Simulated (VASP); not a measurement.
# Ag in VASP: single point with PBE

Aim: the single point of Ag with PBE.

Everything below comes from runs of VASP 6.6.1. Logs are shortened: lines on timing, memory, paths and dates and some standing lists are left out, and cuts for length are marked.

## 1. The cell of the first run

The cell holds a slab with vacuum, 28 atoms: a = 8.803 Å, b = 8.803 Å, c = 16.150 Å, α = 90.00°, β = 90.00°, γ = 90.00°.

## 2. Single point, PBE

Input file INCAR:

```
SYSTEM = Ag
PREC = Accurate
ENCUT = 520
EDIFF = 1E-6
ISMEAR = 0
SIGMA = 0.1
LREAL = Auto
LASPH = .True.
NELM = 100
ALGO = Normal
ISIF = 2
LWAVE = .False.
LCHARG = .False.
GGA = PE
NBANDS = 174
```

Input file KPOINTS:

```
regular mesh
0
Gamma
  3 3 1
  0 0 0
```

Input file POSCAR:

```
Ag
1.0
    8.8034794258      0.0000000000      0.0000000000
    0.0000000000      8.8034794258      0.0000000000
    0.0000000000      0.0000000000     16.1500000000
Ag
28
Direct
    0.0000000000      0.0000000000      0.3715170279
    0.3333333172      0.0000000000      0.3715170279
    0.6666666344      0.0000000000      0.3715170279
    0.0000000000      0.3333333172      0.3715170279
    0.3333333172      0.3333333172      0.3715170279
    0.6666666344      0.3333333172      0.3715170279
    0.0000000000      0.6666666344      0.3715170279
    0.3333333172      0.6666666344      0.3715170279
    0.6666666344      0.6666666344      0.3715170279
    0.1755061749      0.1755060613      0.5018172136
    0.5027111198      0.1639552875      0.4961665015
    0.8396593713      0.1646462643      0.4953546130
    0.1639555147      0.5027114605      0.4961665015
    0.4911604595      0.4911605731      0.5018172136
    0.8270073283      0.5020203702      0.4953546130
    0.1646467186      0.8396591441      0.4953552322
    0.5020199158      0.8270074419      0.4953551703
    0.8333333498      0.8333333498      0.4966769040
    0.0114815967      0.0114811423      0.6255898452
    0.3517212741     -0.0098364517      0.6209715789
    0.6769538170     -0.0102870690      0.6219243344
   -0.0098374740      0.3517210469      0.6209707740
    0.4412497391      0.4412464450      0.7003495975
    0.6765041084      0.3149457011      0.6209707740
   -0.0102871826      0.6769537034      0.6219243344
    0.3149453603      0.6765031997      0.6209715789
    0.6551850378      0.6551856057      0.6255898452
    0.2254168953      0.2254203030      0.7003495356
```

Potentials or basis: VASP PAW PBE potentials, release 64 (Ag).

On the command line:

```sh
$ cat potpaw_PBE.64/Ag/POTCAR > POTCAR
$ mpirun -np 1 vasp_std > vasp.out
```

OUTCAR:

```text
SYSTEM = Ag
   PREC = Accurate
   ENCUT = 520
   EDIFF = 1E-6
   ISMEAR = 0
   LREAL = Auto
   LASPH = .True.
   NELM = 100
   ISIF = 2
   GGA = PE

 ion  position               nearest neighbor table
   1  0.000  0.000  0.372-  12 2.84  16 2.84  18 2.90   4 2.93   2 2.93   7 2.93   3 2.93  10 3.03

   2  0.333  0.000  0.372-  16 2.86  11 2.89  17 2.92   1 2.93   3 2.93   5 2.93   8 2.93  10 2.96

   3  0.667  0.000  0.372-  11 2.87  18 2.90  12 2.90  17 2.90   2 2.93   6 2.93   1 2.93   9 2.93
[... 35 lines left out ...]
  21  0.677  0.990  0.622-  18 2.81  20 2.86  24 2.86  17 2.93  12 2.93  27 2.95  19 2.95  11 2.97

  22  0.990  0.352  0.621-  28 2.68  24 2.78  15 2.82  13 2.86  25 2.86  12 2.93  10 2.96  19 3.00

  23  0.441  0.441  0.700-  24 2.68  26 2.68  28 2.69  27 2.92  14 3.27
  24  0.677  0.315  0.621-  23 2.68  22 2.78  12 2.82  11 2.86  21 2.86  15 2.93  14 2.96  27 3.00

  25  0.990  0.677  0.622-  18 2.81  26 2.86  22 2.86  16 2.93  15 2.93  19 2.95  27 2.95  13 2.97

  26  0.315  0.677  0.621-  23 2.68  20 2.78  16 2.82  13 2.86  25 2.86  17 2.93  14 2.96  27 3.00

  27  0.655  0.655  0.626-  14 2.86  17 2.92  15 2.92  23 2.92  21 2.95  25 2.95  26 3.00  24 3.00
                            18 3.04
  28  0.225  0.225  0.700-  22 2.68  20 2.68  23 2.69  19 2.92  10 3.27

  LATTYP: Found a simple tetragonal cell.
 ALAT       =     8.8034794258
 C/A-ratio  =     1.8345019303

  Lattice vectors:

 A1 = (   8.8034794258,   0.0000000000,   0.0000000000)
 A2 = (   0.0000000000,   8.8034794258,   0.0000000000)
 A3 = (   0.0000000000,   0.0000000000,  16.1500000000)

Analysis of symmetry for initial positions (statically):
=====================================================================
 Subroutine PRICEL returns:
 Original cell was already a primitive cell.

 Routine SETGRP: Setting up the symmetry group for a
 simple tetragonal supercell.

 Subroutine GETGRP returns: Found  4 space group operations
 (whereof  2 operations were pure point group operations)
 out of a pool of 16 trial point group operations.

The static configuration has the point symmetry C_1h.
 The point group associated with its full space group is C_2v.

Analysis of symmetry for dynamics (positions and initial velocities):
=====================================================================
 Subroutine PRICEL returns:
 Original cell was already a primitive cell.

 Routine SETGRP: Setting up the symmetry group for a
 simple tetragonal supercell.

 Subroutine GETGRP returns: Found  4 space group operations
 (whereof  2 operations were pure point group operations)
 out of a pool of 16 trial point group operations.

The dynamic configuration has the point symmetry C_1h.
 The point group associated with its full space group is C_2v.

 Subroutine INISYM returns: Found  4 space group operations
 (whereof  2 operations are pure point group operations),
 and found     1 'primitive' translations

----------------------------------------------------------------------------------------

                                     Primitive cell

  volume of cell :    1251.6452

  direct lattice vectors                    reciprocal lattice vectors
     8.803479426  0.000000000  0.000000000     0.113591451  0.000000000  0.000000000
     0.000000000  8.803479426  0.000000000     0.000000000  0.113591451  0.000000000
     0.000000000  0.000000000 16.150000000     0.000000000  0.000000000  0.061919505

  length of vectors
     8.803479426  8.803479426 16.150000000     0.113591451  0.113591451  0.061919505

  position of ions in fractional coordinates (direct lattice)
     0.000000000  0.000000000  0.371517028
     0.333333317  0.000000000  0.371517028
     0.666666634  0.000000000  0.371517028
     0.000000000  0.333333317  0.371517028
     0.333333317  0.333333317  0.371517028
     0.666666634  0.333333317  0.371517028
[... 20 lines left out ...]
     0.655185038  0.655185606  0.625589845
     0.225416895  0.225420303  0.700349536

  ion indices of the primitive-cell ions
   primitive index   ion index
                 1           1
                 2           2
                 3           3
                 4           4
                 5           5
                 6           6
[... 20 lines left out ...]
                27          27
                28          28

----------------------------------------------------------------------------------------

 KPOINTS: regular mesh

Automatic generation of k-mesh.
 Grid dimensions read from file:
 generate k-points for:    3    3    1

 Generating k-lattice:

  Cartesian coordinates                     Fractional coordinates (reciprocal lattice)
     0.037863817  0.000000000  0.000000000     0.333333333  0.000000000  0.000000000
     0.000000000  0.037863817  0.000000000     0.000000000  0.333333333  0.000000000
     0.000000000  0.000000000  0.061919505     0.000000000  0.000000000  1.000000000

  Length of vectors
     0.037863817  0.037863817  0.061919505

  Shift w.r.t. Gamma in fractional coordinates (k-lattice)
     0.000000000  0.000000000  0.000000000

 Subroutine IBZKPT returns following result:
 ===========================================

 Found      4 irreducible k-points:

 Following reciprocal coordinates:
            Coordinates               Weight
  0.000000  0.000000  0.000000      1.000000
  0.333333  0.000000  0.000000      4.000000
  0.333333  0.333333  0.000000      2.000000
 -0.333333  0.333333  0.000000      2.000000
   k-points           NKPTS =      4   k-points in BZ     NKDIM =      4   number of bands    NBANDS=    174
   number of dos      NEDOS =    301   number of ions     NIONS =     28
   total plane-waves  NPLWV = 588000
   dimension x,y,z NGX =    70 NGY =   70 NGZ =  120
   dimension x,y,z NGXF=   140 NGYF=  140 NGZF=  240
   ions per type =              28
   NGX,Y,Z   is equivalent  to a cutoff of  13.22, 13.22, 12.35 a.u.
   NGXF,Y,Z  is equivalent  to a cutoff of  26.44, 26.44, 24.71 a.u.
 SYSTEM =  Ag
   PREC   = accura    normal or accurate (medium, high low for compatibility)
   ISTART =      0    job   : 0-new  1-cont  2-samecut
   ICHARG =      2    charge: 1-file 2-atom 10-const
   ISPIN  =      1    spin polarized calculation?
   LNONCOLLINEAR =      F non collinear calculations
   LSORBIT =      F    spin-orbit coupling
   LASPH  =      T    aspherical Exc in radial PAW
   ENCUT  =  520.0 eV  38.22 Ry    6.18 a.u.  16.37 16.37 30.03*2*pi/ulx,y,z
   NELM   =    100;   NELMIN=  2; NELMDL= -5     # of ELM steps
   EDIFF  = 0.1E-05   stopping-criterion for ELM
   LREAL  =      T    real-space projection
   EDIFFG = 0.1E-04   stopping-criterion for IOM
   NSW    =      0    number of steps for IOM
   IBRION =     -1    ionic relax: 0-MD 1-quasi-New 2-CG
   NFREE  =      0    steps in history (QN), initial steepest desc. (CG)
   ISIF   =      2    stress and relaxation
   ISYM   =      2    0-nonsym 1-usesym 2-fastsym
   POTIM  = 0.5000    time-step for ionic-motion
   TEBEG  =    0.0;   TEEND  =   0.0 temperature during run
   PSTRESS=    0.0 pullay stress
   NELECT =     308.0000    total number of electrons
   NUPDOWN=      -1.0000    fix difference up-down
   EMIN   =  10.00;   EMAX   =-10.00  energy-range for DOS
   EFERMI =   0.00;   METHOD = LEGACY
   ISMEAR =     0;   SIGMA  =   0.10  broadening in eV -4-tet -1-fermi 0-gaus
   EFERMI_NEDOS =   21; number of points for ismear=-14 and -15
   IALGO  =     38    algorithm
   IMIX   =      4    mixing-type and parameters
     AMIX     =   0.40;   BMIX     =  1.00
     AMIX_MAG =   1.60;   BMIX_MAG =  1.00
  volume/ion in A,a.u.               =      44.70       301.66
  Fermi-wavevector in a.u.,A,eV,Ry     =   1.025883  1.938638 14.319271  1.052437
  Thomas-Fermi vector in A             =   2.159747
   LORBIT       =      0    0 simple, 1 ext, 2 COOP (PROOUT), +10 PAW based schemes
   GGA     = PE    functional components
   LHFCALC =     F    Hartree Fock is set to
   AEXX    =    0.0000 exact exchange contribution
   IVDW    =     0    specifies the selected vdW correction
   LEPSILON=     F    determine dielectric tensor
   LRPA    =     F    only Hartree local field effects (RPA)
 non-spin polarized calculation
 Gauss-broadening in eV      SIGMA  =   0.10
  energy-cutoff  :      520.00
  volume of cell :     1251.65
 maximum number of plane-waves:     33721
 NGX is ok and might be reduce to    70
   NGX = 33   NGY = 33   NGZ = 61

 number of electron     307.9999969 magnetization

 Free energy of the ion-electron system (eV)
  ---------------------------------------------------
  ext. energy  EPLUGINS =         0.00000000
  ---------------------------------------------------
  free energy    TOTEN  =       -67.18276303 eV

  energy without entropy =      -67.14654344  energy(sigma->0) =      -67.16465324

 E-fermi :   0.5875     XC(G=0):  -5.8401

 val. band max:        0.5665266614   @ k =   0.3333   0.0000   0.0000
 cond. band min:       0.6384371533   @ k =  -0.3333   0.3333   0.0000
 fundamental gap:      0.0719104919
 Fermi energy:         0.5875393428

 k-point     1 :       0.0000    0.0000    0.0000
  band No.  band energies     occupation
      1      -6.1326      2.00000
      2      -5.2960      2.00000
      3      -5.2655      2.00000
      4      -5.2438      2.00000
      5      -5.2105      2.00000
      6      -5.1719      2.00000
[... 665 lines left out ...]
    165       2.5073      0.00000
    166       2.6356      0.00000
 [bands above 166 left out]

------------------------ aborting loop because EDIFF is reached ----------------------------------------

  FORCE on cell =-STRESS in cart. coord.  units (eV):
  Direction    XX          YY          ZZ          XY          YZ          ZX
  --------------------------------------------------------------------------------------
  -------------------------------------------------------------------------------------
  Total       -5.9186550     -5.9186550     -0.5068856     -1.7279926     -0.0000000      0.0000000
  in kB       -7.5762165     -7.5762165     -0.6488426     -2.2119292     -0.0000000      0.0000000
  external PRESSURE =      -5.2670918 kB  Pullay stress =       0.0000000 kB

 VOLUME and BASIS-vectors are now :
 -----------------------------------------------------------------------------
  energy-cutoff  :      520.00
  volume of cell :     1251.65
      direct lattice vectors                 reciprocal lattice vectors
     8.803479426  0.000000000  0.000000000     0.113591451  0.000000000  0.000000000
     0.000000000  8.803479426  0.000000000     0.000000000  0.113591451  0.000000000
     0.000000000  0.000000000 16.150000000     0.000000000  0.000000000  0.061919505

 POSITION                                       TOTAL-FORCE (eV/Angst)
 -----------------------------------------------------------------------------------
      0.00000      0.00000      6.00000         0.048184      0.048184     -0.047164
      2.93449      0.00000      6.00000         0.002231      0.016064      0.038748
      5.86899      0.00000      6.00000         0.031066     -0.031066     -0.079401
      0.00000      2.93449      6.00000         0.016064      0.002231      0.038748
      2.93449      2.93449      6.00000        -0.000000      0.000000      0.135957
      5.86899      2.93449      6.00000        -0.016064     -0.002231      0.038748
[... 20 lines left out ...]
      5.76791      5.76791     10.10328         0.005767      0.005767     -0.004368
      1.98445      1.98448     11.31064        -0.028875     -0.028875     -0.009027
 -----------------------------------------------------------------------------------
    total drift:                               -0.000351     -0.001615     -0.010700

  FREE ENERGIE OF THE ION-ELECTRON SYSTEM (eV)
  ---------------------------------------------------
  free  energy   TOTEN  =       -67.1827630341 eV

  energy  without entropy=      -67.1465434362  energy(sigma->0) =      -67.16465324
```

It took 24 min on 1 thread of AMD EPYC 9R45 (Zen 5), shared host; peak memory 1.2 GiB.

What came out:

- Free energy: -67.1828 eV
- Largest force: 0.136 eV/Å
- Band gap on the k mesh: zero (band 154 reaches 0.73 eV, above the bottom of band 155 at -0.19 eV)

Forces in eV/Å, atoms in the order of the input:
```
Ag   0.048  0.048 -0.047
Ag   0.002  0.016  0.039
Ag   0.031 -0.031 -0.079
Ag   0.016  0.002  0.039
Ag   0.000  0.000  0.136
Ag  -0.016 -0.002  0.039
Ag  -0.031  0.031 -0.079
Ag  -0.002 -0.016  0.039
Ag  -0.048 -0.048 -0.047
Ag  -0.001 -0.001 -0.004
Ag  -0.001  0.001  0.003
Ag  -0.002  0.001  0.003
Ag   0.001 -0.001  0.003
Ag   0.001  0.001 -0.004
Ag   0.002 -0.001  0.003
Ag   0.001 -0.002  0.003
Ag  -0.001  0.002  0.003
Ag   0.000  0.000 -0.002
Ag  -0.006 -0.006 -0.004
Ag  -0.006 -0.005 -0.002
Ag  -0.001  0.001 -0.007
Ag  -0.005 -0.006 -0.002
Ag   0.029  0.029 -0.009
Ag   0.005  0.006 -0.002
Ag   0.001 -0.001 -0.007
Ag   0.006  0.005 -0.002
Ag   0.006  0.006 -0.004
Ag  -0.029 -0.029 -0.009
```

Levels at points of the mesh, in eV from the Fermi level:
```tsv
k point	band 150	band 151	band 152	band 153	band 154	band 155	band 156	band 157	band 158	band 159
(0.00, 0.00, 0.00)	-1.38	-1.19	-1.12	-1.09	-1.05	-0.78	0.61	0.71	0.86	0.88
```
